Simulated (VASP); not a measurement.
# Al (P6_3/mmc) in VASP: further runs

The runs below take Al through single point, with r2SCAN.

All numbers are computed with VASP 6.6.1; they aren't measurements. Logs are shortened: lines on timing, memory, paths and dates and some standing lists are left out, and cuts for length are marked.

## Step 1: The cell of the first run

It takes space group P6_3/mmc (No. 194, hexagonal). The conventional cell has a = 2.827 Å, b = 2.827 Å, c = 9.094 Å, α = 90.00°, β = 90.00°, γ = 120.00°. Within 3.7 Å of Al (site symmetry -3m) lie 12 Al at 2.80 to 2.83 Å. Al (site symmetry -6m2) has 12 Al at 2.80 to 2.83 Å within 3.7 Å.

## Step 2: Single point, r2SCAN

POSCAR reads:

```
Al
1.0
    2.8270770200      0.0000000000      0.0000000000
   -1.4135385100      2.4483205200      0.0000000000
    0.0000000000      0.0000000000      9.0941331393
Al
4
Direct
    0.0000000000      0.0000000000      0.0000000000
    0.3333333333      0.6666666667      0.2500000000
    0.0000000000      0.0000000000      0.5000000000
    0.6666666667      0.3333333333      0.7500000000
```

INCAR.step1 reads:

```
PREC = Accurate
ENCUT = 520
ISMEAR = -1
SIGMA = 0.05
LREAL = False
LASPH = True
NELM = 100
NBANDS = 14
GGA = PE
ALGO = Normal
EDIFF = 1E-4
LWAVE = True
LCHARG = False
```

INCAR.step2 reads:

```
PREC = Accurate
ENCUT = 520
EDIFF = 1E-6
ISMEAR = -1
SIGMA = 0.05
LREAL = False
LASPH = True
NELM = 100
ALGO = Normal
ISIF = 2
LWAVE = False
LCHARG = False
METAGGA = R2SCAN
LMIXTAU = True
NBANDS = 14
ISTART = 1
```

KPOINTS reads:

```
Automatic mesh
0
Gamma
  14 14 4
```

Potentials or basis: VASP PAW PBE potentials, release 64 (Al).

Started as:

```bash
$ cat potpaw_PBE.64/Al/POTCAR > POTCAR
$ cp INCAR.step1 INCAR
$ mpirun -np 1 vasp_std > vasp.out
$ cp INCAR.step2 INCAR
$ mpirun -np 1 vasp_std > vasp.out
```

OUTCAR:

```text
PREC = Accurate
   ENCUT = 520
   EDIFF = 1E-6
   ISMEAR = -1
   LREAL = False
   LASPH = True
   NELM = 100
   ISIF = 2
   METAGGA = R2SCAN
   ISTART = 1

 ion  position               nearest neighbor table
   1  0.000  0.000  0.000-   2 2.80   4 2.80   4 2.80   2 2.80   4 2.80   2 2.80
   2  0.333  0.667  0.250-   1 2.80   3 2.80   1 2.80   3 2.80   1 2.80   3 2.80
   3  0.000  0.000  0.500-   2 2.80   4 2.80   4 2.80   2 2.80   4 2.80   2 2.80
   4  0.667  0.333  0.750-   1 2.80   3 2.80   1 2.80   3 2.80   1 2.80   3 2.80

  LATTYP: Found a hexagonal cell.
 ALAT       =     2.8270770200
 C/A-ratio  =     3.2167970929

  Lattice vectors:

 A1 = (   2.8270770200,   0.0000000000,   0.0000000000)
 A2 = (  -1.4135385100,   2.4483205200,   0.0000000000)
 A3 = (   0.0000000000,   0.0000000000,   9.0941331393)

Analysis of symmetry for initial positions (statically):
=====================================================================
 Subroutine PRICEL returns:
 Original cell was already a primitive cell.

 Routine SETGRP: Setting up the symmetry group for a
 hexagonal supercell.

 Subroutine GETGRP returns: Found 24 space group operations
 (whereof 12 operations were pure point group operations)
 out of a pool of 24 trial point group operations.

The static configuration has the point symmetry D_3d.
 The point group associated with its full space group is D_6h.

Analysis of symmetry for dynamics (positions and initial velocities):
=====================================================================
 Subroutine PRICEL returns:
 Original cell was already a primitive cell.

 Routine SETGRP: Setting up the symmetry group for a
 hexagonal supercell.

 Subroutine GETGRP returns: Found 24 space group operations
 (whereof 12 operations were pure point group operations)
 out of a pool of 24 trial point group operations.

The dynamic configuration has the point symmetry D_3d.
 The point group associated with its full space group is D_6h.

 Subroutine INISYM returns: Found 24 space group operations
 (whereof 12 operations are pure point group operations),
 and found     1 'primitive' translations

----------------------------------------------------------------------------------------

                                     Primitive cell

  volume of cell :      62.9459

  direct lattice vectors                    reciprocal lattice vectors
     2.827077020  0.000000000  0.000000000     0.353722234  0.204221627  0.000000000
    -1.413538510  2.448320520  0.000000000     0.000000000  0.408443254  0.000000000
     0.000000000  0.000000000  9.094133139     0.000000000  0.000000000  0.109961003

  length of vectors
     2.827077020  2.827077022  9.094133139     0.408443254  0.408443254  0.109961003

  position of ions in fractional coordinates (direct lattice)
     0.000000000  0.000000000  0.000000000
     0.333333333  0.666666667  0.250000000
     0.000000000  0.000000000  0.500000000
     0.666666667  0.333333333  0.750000000

  ion indices of the primitive-cell ions
   primitive index   ion index
                 1           1
                 2           2
                 3           3
                 4           4

----------------------------------------------------------------------------------------

 KPOINTS: Automatic mesh

Automatic generation of k-mesh.
 Grid dimensions read from file:
 generate k-points for:   14   14    4

 Generating k-lattice:

  Cartesian coordinates                     Fractional coordinates (reciprocal lattice)
     0.025265874  0.014587259  0.000000000     0.071428571  0.000000000  0.000000000
     0.000000000  0.029174518  0.000000000     0.000000000  0.071428571  0.000000000
     0.000000000  0.000000000  0.027490251     0.000000000  0.000000000  0.250000000

  Length of vectors
     0.029174518  0.029174518  0.027490251

  Shift w.r.t. Gamma in fractional coordinates (k-lattice)
     0.000000000  0.000000000  0.000000000

 Subroutine IBZKPT returns following result:
 ===========================================

 Found     72 irreducible k-points:

 Following reciprocal coordinates:
            Coordinates               Weight
  0.000000  0.000000  0.000000      1.000000
  0.071429 -0.000000  0.000000      6.000000
  0.142857 -0.000000  0.000000      6.000000
  0.214286 -0.000000  0.000000      6.000000
  0.285714 -0.000000  0.000000      6.000000
  0.357143 -0.000000  0.000000      6.000000
[... 16 lines left out ...]
  0.285714  0.285714  0.000000      6.000000
  0.357143  0.285714  0.000000      6.000000
 [... further k-points ...]
   k-points           NKPTS =     72   k-points in BZ     NKDIM =     72   number of bands    NBANDS=     14
   number of dos      NEDOS =    301   number of ions     NIONS =      4
   total plane-waves  NPLWV =  40320
   dimension x,y,z NGX =    24 NGY =   24 NGZ =   70
   dimension x,y,z NGXF=    48 NGYF=   48 NGZF=  140
   ions per type =               4
   NGX,Y,Z   is equivalent  to a cutoff of  14.11, 14.11, 12.80 a.u.
   NGXF,Y,Z  is equivalent  to a cutoff of  28.23, 28.23, 25.59 a.u.
 SYSTEM =  unknown system
   PREC   = accura    normal or accurate (medium, high low for compatibility)
   ISTART =      1    job   : 0-new  1-cont  2-samecut
   ICHARG =      0    charge: 1-file 2-atom 10-const
   ISPIN  =      1    spin polarized calculation?
   LNONCOLLINEAR =      F non collinear calculations
   LSORBIT =      F    spin-orbit coupling
   LASPH  =      T    aspherical Exc in radial PAW
   ENCUT  =  520.0 eV  38.22 Ry    6.18 a.u.   5.26  5.26 16.91*2*pi/ulx,y,z
   NELM   =    100;   NELMIN=  2; NELMDL=  0     # of ELM steps
   EDIFF  = 0.1E-05   stopping-criterion for ELM
   LREAL  =      F    real-space projection
   EDIFFG = 0.1E-04   stopping-criterion for IOM
   NSW    =      0    number of steps for IOM
   IBRION =     -1    ionic relax: 0-MD 1-quasi-New 2-CG
   NFREE  =      0    steps in history (QN), initial steepest desc. (CG)
   ISIF   =      2    stress and relaxation
   ISYM   =      2    0-nonsym 1-usesym 2-fastsym
   POTIM  = 0.5000    time-step for ionic-motion
   TEBEG  =    0.0;   TEEND  =   0.0 temperature during run
   PSTRESS=    0.0 pullay stress
   NELECT =      12.0000    total number of electrons
   NUPDOWN=      -1.0000    fix difference up-down
   EMIN   =  10.00;   EMAX   =-10.00  energy-range for DOS
   EFERMI =   0.00;   METHOD = LEGACY
   ISMEAR =    -1;   SIGMA  =   0.05  broadening in eV -4-tet -1-fermi 0-gaus
   EFERMI_NEDOS =   21; number of points for ismear=-14 and -15
   IALGO  =     38    algorithm
   IMIX   =      4    mixing-type and parameters
     AMIX     =   0.40;   BMIX     =  1.00
     AMIX_MAG =   1.60;   BMIX_MAG =  1.00
  volume/ion in A,a.u.               =      15.74       106.19
  Fermi-wavevector in a.u.,A,eV,Ry     =   0.942207  1.780512 12.078618  0.887753
  Thomas-Fermi vector in A             =   2.069793
   LORBIT       =      0    0 simple, 1 ext, 2 COOP (PROOUT), +10 PAW based schemes
   METAGGA = R2SCAN    functional components
   LHFCALC =     F    Hartree Fock is set to
   AEXX    =    0.0000 exact exchange contribution
   IVDW    =     0    specifies the selected vdW correction
   LEPSILON=     F    determine dielectric tensor
   LRPA    =     F    only Hartree local field effects (RPA)
 non-spin polarized calculation
  energy-cutoff  :      520.00
  volume of cell :       62.95
 maximum number of plane-waves:      1716
 NGX is ok and might be reduce to    24
   NGX = 11   NGY = 11   NGZ = 33

 number of electron      12.0000000 magnetization

 Free energy of the ion-electron system (eV)
  ---------------------------------------------------
  ext. energy  EPLUGINS =         0.00000000
  ---------------------------------------------------
  free energy    TOTEN  =       -26.88274941 eV

  energy without entropy =      -26.87089504  energy(sigma->0) =      -26.87682222

 E-fermi :   8.5502     XC(G=0): -11.0871

 val. band max:        8.5491345048   @ k =   0.3571   0.0714   0.0000
 cond. band min:       8.6114481057   @ k =   0.3571   0.2143   0.2500
 fundamental gap:      0.0623136009
 Fermi energy:         8.5502262556

 k-point     1 :       0.0000    0.0000    0.0000
  band No.  band energies     occupation
      1      -3.6636      2.00000
      2      -1.7766      2.00000
      3      -1.7747      2.00000
      4       3.4172      2.00000
      5       4.1184      2.00000
      6      12.5895      0.00000
      7      12.5950      0.00000
      8      20.0525      0.00000
      9      20.0525      0.00000
     10      20.1679      0.00000
     11      20.1679      0.00000
     12      21.1505      0.00000
     13      21.1505      0.00000
     14      21.2961      0.00000

 k-point     2 :       0.0714   -0.0000    0.0000
  band No.  band energies     occupation
      1      -3.5298      2.00000
      2      -1.6447      2.00000
      3      -1.6428      2.00000
      4       3.5412      2.00000
      5       4.2465      2.00000
      6      12.6869      0.00000
      7      12.7002      0.00000
      8      17.6747      0.00000
      9      18.6346      0.00000
     10      19.1372      0.00000
     11      19.2241      0.00000
     12      20.1521      0.00000
     13      20.1766      0.00000
     14      20.1956      0.00000

 k-point     3 :       0.1429   -0.0000    0.0000
  band No.  band energies     occupation
      1      -3.1293      2.00000
      2      -1.2497      2.00000
      3      -1.2479      2.00000
      4       3.9132      2.00000
      5       4.6271      2.00000
      6      12.9000      0.00000
      7      12.9874      0.00000
      8      14.9334      0.00000
      9      16.3401      0.00000
     10      16.4769      0.00000
     11      17.3869      0.00000
     12      18.9296      0.00000
     13      18.9806      0.00000
     14      18.9818      0.00000

 k-point     4 :       0.2143   -0.0000    0.0000
  band No.  band energies     occupation
      1      -2.4644      2.00000
      2      -0.5940      2.00000
      3      -0.5926      2.00000
      4       4.5330      2.00000
      5       5.2465      2.00000
      6      11.7667      0.00000
      7      12.9747      0.00000
      8      13.5369      0.00000
      9      13.9478      0.00000
     10      14.3280      0.00000
     11      16.3673      0.00000
     12      17.4868      0.00000
     13      17.9702      0.00000
     14      17.9762      0.00000

 k-point     5 :       0.2857   -0.0000    0.0000
  band No.  band energies     occupation
      1      -1.5390      2.00000
      2       0.3181      2.00000
      3       0.3188      2.00000
      4       5.3985      2.00000
      5       6.0504      2.00000
      6       9.3671      0.00000
      7      10.9274      0.00000
      8      11.0746      0.00000
      9      14.4766      0.00000
     10      14.5891      0.00000
     11      15.5758      0.00000
[... 276 lines left out ...]
 k-point    22 :       0.3571    0.2143    0.0000
  band No.  band energies     occupation
      1       2.7348      2.00000
      2       4.3787      2.00000
      3       4.4673      2.00000
      4       4.5687      2.00000
      5       6.3769      2.00000
      6       6.4103      2.00000
      7       7.8684      2.00000
      8       9.4544      0.00000
      9       9.5376      0.00000
     10      10.0397      0.00000
     11      11.2915      0.00000
     12      11.4122      0.00000
     13      12.6996      0.00000
     14      14.8330      0.00000

 k-point    23 :       0.2857    0.2857    0.0000
  band No.  band energies     occupation
      1       2.6085      2.00000
      2       4.3491      2.00000
      3       4.3695      2.00000
      4       6.0357      2.00000
      5       6.1587      2.00000
      6       7.4501      2.00000
      7       7.6719      2.00000
      8       8.2284      1.99680
      9       8.6200      0.39723
     10       9.4784      0.00000
     11      11.0028      0.00000
     12      12.7347      0.00000
     13      13.2231      0.00000
     14      13.7516      0.00000

 k-point    24 :       0.3571    0.2857    0.0000
  band No.  band energies     occupation
      1       4.2327      2.00000
      2       4.2607      2.00000
      3       5.5334      2.00000
      4       5.6419      2.00000
      5       5.9531      2.00000
      6       6.2922      2.00000
      7       6.5568      2.00000
      8       7.9493      1.99999
      9       8.1857      1.99864
     10      10.7752      0.00000
     11      11.3624      0.00000
     12      12.1002      0.00000
     13      12.5770      0.00000
     14      12.8985      0.00000

 [... further k-points ...]

------------------------ aborting loop because EDIFF is reached ----------------------------------------

  FORCE on cell =-STRESS in cart. coord.  units (eV):
  Direction    XX          YY          ZZ          XY          YZ          ZX
  --------------------------------------------------------------------------------------
  -------------------------------------------------------------------------------------
  Total        0.1444823      0.1444823      0.9015393      0.0000000     -0.0000000     -0.0000000
  in kB        3.6775444      3.6775444     22.9471110      0.0000000     -0.0000000     -0.0000000
  external PRESSURE =      10.1007333 kB  Pullay stress =       0.0000000 kB

 VOLUME and BASIS-vectors are now :
 -----------------------------------------------------------------------------
  energy-cutoff  :      520.00
  volume of cell :       62.95
      direct lattice vectors                 reciprocal lattice vectors
     2.827077020  0.000000000  0.000000000     0.353722234  0.204221627  0.000000000
    -1.413538510  2.448320520  0.000000000     0.000000000  0.408443254  0.000000000
     0.000000000  0.000000000  9.094133139     0.000000000  0.000000000  0.109961003

 POSITION                                       TOTAL-FORCE (eV/Angst)
 -----------------------------------------------------------------------------------
      0.00000      0.00000      0.00000         0.000000      0.000000     -0.000000
     -0.00000      1.63221      2.27353         0.000000     -0.000000      0.000000
      0.00000      0.00000      4.54707         0.000000      0.000000     -0.000000
      1.41354      0.81611      6.82060        -0.000000      0.000000     -0.000000
 -----------------------------------------------------------------------------------
    total drift:                               -0.000000      0.000000      0.000000

  FREE ENERGIE OF THE ION-ELECTRON SYSTEM (eV)
  ---------------------------------------------------
  free  energy   TOTEN  =       -26.8827494058 eV

  energy  without entropy=      -26.8708950379  energy(sigma->0) =      -26.87682222
```

Wall time 2.4 min (1 thread of Intel Xeon Platinum 8559C (Emerald Rapids), shared host); peak memory 0.21 GiB.

Results:

| Property | Result |
| --- | --- |
| Free energy | -26.8827 eV |
| Pressure | 1.0 GPa |
| Band gap on the k mesh | zero (band 6 reaches 12.90 eV, above the bottom of band 7 at 6.56 eV) |

Caveat: the PAW data sets were made with another functional, which shifts forces and pressure a little.

## Step 3: Single point, r2SCAN

This run uses another cell than the first one, of 15.79 Å³/atom, 1.003 times its volume.

POSCAR, as its differences from that of step 2:

```diff
@@ -4,3 +4,3 @@
    -1.4135385100      2.4483205200      0.0000000000
-    0.0000000000      0.0000000000      9.0941331393
+    0.0000000000      0.0000000000      9.1247531162
 Al
```

INCAR.step1 reads:

```
PREC = Accurate ; ENCUT = 520
ISMEAR = -1 ; SIGMA = 0.05
LREAL = False ; LASPH = True
NELM = 80 ; NBANDS = 14
GGA = PE ; ALGO = Normal
EDIFF = 1E-4 ; LWAVE = True
LCHARG = False
```

INCAR.step2 reads:

```
PREC = Accurate ; ENCUT = 520
EDIFF = 1E-7 ; ISMEAR = -1
SIGMA = 0.05 ; LREAL = False
LASPH = True ; NELM = 80
ALGO = Normal ; ISIF = 2
LWAVE = False ; LCHARG = False
METAGGA = R2SCAN ; LMIXTAU = True
NBANDS = 14 ; ISTART = 1
```

KPOINTS is that of step 2.

Potentials or basis: VASP PAW PBE potentials, release 64 (Al).

Started as:

```bash
$ cat potpaw_PBE.64/Al/POTCAR > POTCAR
$ cp INCAR.step1 INCAR
$ mpirun -np 1 vasp_std > vasp.out
$ cp INCAR.step2 INCAR
$ mpirun -np 1 vasp_std > vasp.out
```

It took 2.7 min on 1 thread of Intel Xeon Platinum 8559C (Emerald Rapids), shared host; peak memory 0.21 GiB.

Results (log left out):

```
Free energy            : -26.8854 eV
Pressure               : 0.7 GPa
Band gap on the k mesh : zero (band 6 reaches 12.80 eV, above the bottom of band 7 at 6.53 eV)
```

Stress tensor (GPa, compression positive):
```
0.10 0.00 0.00
0.00 0.10 0.00
0.00 0.00 1.85
```

Levels at points of the mesh, in eV from the Fermi level:
```tsv
k point	band 4	band 5	band 6	band 7	band 8	band 9
(0.00, 0.00, 0.00)	-5.14	-4.47	3.97	3.97	11.54	11.54
(0.50, 0.00, 0.00)	-4.37	-3.55	-3.53	0.80	1.21	1.66
(0.00, 0.00, 0.50)	-8.00	-0.78	-0.78	9.31	9.31	11.89
(0.50, 0.00, 0.50)	-5.29	-2.03	-2.03	-1.30	-1.30	5.05
```

Caveat: the PAW data sets were made with another functional, which shifts forces and pressure a little.

## Step 4: Single point, r2SCAN

This run uses another cell than the first one, of 15.84 Å³/atom, 1.007 times its volume.

POSCAR, as its differences from that of step 3:

```diff
@@ -4,3 +4,3 @@
    -1.4135385100      2.4483205200      0.0000000000
-    0.0000000000      0.0000000000      9.1247531162
+    0.0000000000      0.0000000000      9.1553730931
 Al
```

INCAR.step1 reads:

```
ALGO     = Normal         # electronic algorithm
EDIFF    = 1E-4           # SCF threshold, eV
ENCUT    = 520            # plane-wave cutoff, eV
GGA      = PE             # functional
ISMEAR   = -1             # smearing method
LASPH    = True           # aspherical terms in the spheres
LCHARG   = False          # write CHGCAR
LREAL    = False          # projectors in reciprocal space
LWAVE    = True           # write WAVECAR
NBANDS   = 14             # bands
NELM     = 80             # most SCF steps
PREC     = Accurate       # precision mode
SIGMA    = 0.05           # smearing width, eV
```

INCAR.step2 reads:

```
ALGO     = Normal         # electronic algorithm
EDIFF    = 1E-6           # SCF threshold, eV
ENCUT    = 520            # plane-wave cutoff, eV
ISIF     = 2              # what is computed and relaxed
ISMEAR   = -1             # smearing method
ISTART   = 1            
LASPH    = True           # aspherical terms in the spheres
LCHARG   = False          # write CHGCAR
LMIXTAU  = True         
LREAL    = False          # projectors in reciprocal space
LWAVE    = False          # write WAVECAR
METAGGA  = R2SCAN         # meta-GGA
NBANDS   = 14             # bands
NELM     = 80             # most SCF steps
PREC     = Accurate       # precision mode
SIGMA    = 0.05           # smearing width, eV
```

KPOINTS reads:

```
k-points
0
Gamma
  14 14 4
```

Started as:

```bash
$ cat potpaw_PBE.64/Al/POTCAR > POTCAR
$ cp INCAR.step1 INCAR
$ mpirun -np 1 vasp_std > vasp.out
$ cp INCAR.step2 INCAR
$ mpirun -np 1 vasp_std > vasp.out
```

It took 2.4 min on 1 thread of Intel Xeon Platinum 8559C (Emerald Rapids), shared host; peak memory 0.21 GiB.

The run converged. Its results:

| Item | Value |
| --- | --- |
| Free energy | -26.8876 eV |
| Pressure | 0.4 GPa |
| Band gap on the k mesh | zero (band 6 reaches 12.70 eV, above the bottom of band 7 at 6.51 eV) |

Stress tensor (GPa, compression positive):
```
-0.21  0.00  0.00
 0.00 -0.21  0.00
 0.00  0.00  1.50
```

Levels at points of the mesh, in eV from the Fermi level:
| k point | band 4 | band 5 | band 6 | band 7 | band 8 | band 9 |
| --- | --- | --- | --- | --- | --- | --- |
| (0.00, 0.00, 0.00) | -5.14 | -4.50 | 3.90 | 3.90 | 11.57 | 11.57 |
| (0.50, 0.00, 0.00) | -4.35 | -3.53 | -3.51 | 0.80 | 1.21 | 1.63 |
| (0.00, 0.00, 0.50) | -8.00 | -0.82 | -0.82 | 9.21 | 9.21 | 11.93 |
| (0.50, 0.00, 0.50) | -5.26 | -2.02 | -2.02 | -1.29 | -1.29 | 5.03 |

Caveat: the PAW data sets were made with another functional, which shifts forces and pressure a little.

[end of part 1 of 2]
